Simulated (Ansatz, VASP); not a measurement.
**One calculation of Ba2MgAlC6N6, two programs**

File INCAR:

```
ALGO = Normal
EDIFF = 1E-6
EDIFFG = -0.01
ENCUT = 600
GGA = PE
IBRION = 2
ISIF = 3
ISMEAR = 0
LASPH = True
LCHARG = False
LREAL = Auto
LWAVE = False
NELM = 60
NSW = 100
PREC = Accurate
SIGMA = 0.1
```

KPOINTS

```
k-points
0
Gamma
  6 6 6
```

POSCAR

```
Ba2MgAlC6N6
1.0
    0.0000000000      5.2980419556      5.2980419556
    5.2980419556      0.0000000000      5.2980419556
    5.2980419556      5.2980419556      0.0000000000
Ba Mg Al C N
2 1 1 6 6
Direct
    0.2500000000      0.2500000000      0.2500000000
    0.7500000000      0.7500000000      0.7500000000
    0.0000000000      0.0000000000      0.0000000000
    0.5000000000      0.5000000000      0.5000000000
    0.7929776493      0.2070223507      0.2070223507
    0.2070223507      0.7929776493      0.2070223507
    0.2070223507      0.2070223507      0.7929776493
    0.2070223507      0.7929776493      0.7929776493
    0.7929776493      0.2070223507      0.7929776493
    0.7929776493      0.7929776493      0.2070223507
    0.6804031818      0.3195968182      0.3195968182
    0.3195968182      0.6804031818      0.3195968182
    0.3195968182      0.3195968182      0.6804031818
    0.3195968182      0.6804031818      0.6804031818
    0.6804031818      0.3195968182      0.6804031818
    0.6804031818      0.6804031818      0.3195968182
```

Input for Ansatz:

```yaml
crystal:
  lattice:
    - [0.0, 5.2980419556, 5.2980419556]
    - [5.2980419556, 0.0, 5.2980419556]
    - [5.2980419556, 5.2980419556, 0.0]
  atoms:
    - { symbol: Ba, position: [0.25, 0.25, 0.25] }
    - { symbol: Ba, position: [0.75, 0.75, 0.75] }
    - { symbol: Mg, position: [0.0, 0.0, 0.0] }
    - { symbol: Al, position: [0.5, 0.5, 0.5] }
    - { symbol: C, position: [0.7929776493, 0.2070223507, 0.2070223507] }
    - { symbol: C, position: [0.2070223507, 0.7929776493, 0.2070223507] }
    - { symbol: C, position: [0.2070223507, 0.2070223507, 0.7929776493] }
    - { symbol: C, position: [0.2070223507, 0.7929776493, 0.7929776493] }
    - { symbol: C, position: [0.7929776493, 0.2070223507, 0.7929776493] }
    - { symbol: C, position: [0.7929776493, 0.7929776493, 0.2070223507] }
    - { symbol: "N", position: [0.6804031818, 0.3195968182, 0.3195968182] }
    - { symbol: "N", position: [0.3195968182, 0.6804031818, 0.3195968182] }
    - { symbol: "N", position: [0.3195968182, 0.3195968182, 0.6804031818] }
    - { symbol: "N", position: [0.3195968182, 0.6804031818, 0.6804031818] }
    - { symbol: "N", position: [0.6804031818, 0.3195968182, 0.6804031818] }
    - { symbol: "N", position: [0.6804031818, 0.6804031818, 0.3195968182] }
basis:
  ecutwfc: 420
kpoints:
  mp_grid: { grid: [6, 6, 6] }
hamiltonian:
  xc: pbe
scf:
  occupations: { method: gaussian, width: 0.1 }
output:
  forces: true
  stress: true
  eigenvalues: true
  write_density: true
  write_potential: true
  elf: true
  volumetric_format: npy
relax:
  adjacent_minimum: "off"
  f_tol: 0.01
  max_steps: 80
  cell: { stress_tol: 0.05 }
```

Alike in both runs: task relaxation of cell and atoms; functional PBE; k mesh 6 × 6 × 6; occupations gaussian, width 0.1 eV; no spin polarisation.

|  | VASP | Ansatz |
| --- | --- | --- |
| version | VASP 6.6.1 | Ansatz 0.2.0 |
| potentials or method | VASP PAW PBE potentials, release 64 (Ba_sv, Mg, Al, C, N), cutoff 600 eV | scalar-relativistic, plane waves, PAW |
| valence electrons in the cell | 79 | 87 |

|  | VASP | Ansatz | Ansatz less VASP |
| --- | --- | --- | --- |
| gap on the k mesh at the Fermi level, each at its own relaxed structure (eV) | none | none | - |
| relaxed volume (Å³/atom) | 18.61 | 18.65 | +0.036 |
| relaxed length of the cell vector where the two differ most in proportion (Å) | 7.496 | 7.501 | +0.0048 |

A gap of «none» marks a metal or a gap that the smearing closes. VASP's potentials hold 79 valence electrons a cell and Ansatz's 87, so a difference there can come from the potentials and not from the codes.

Neither program's run includes spin-orbit coupling. Noted on VASP's run: the standard files for N, O and F lose accuracy on very short bonds.
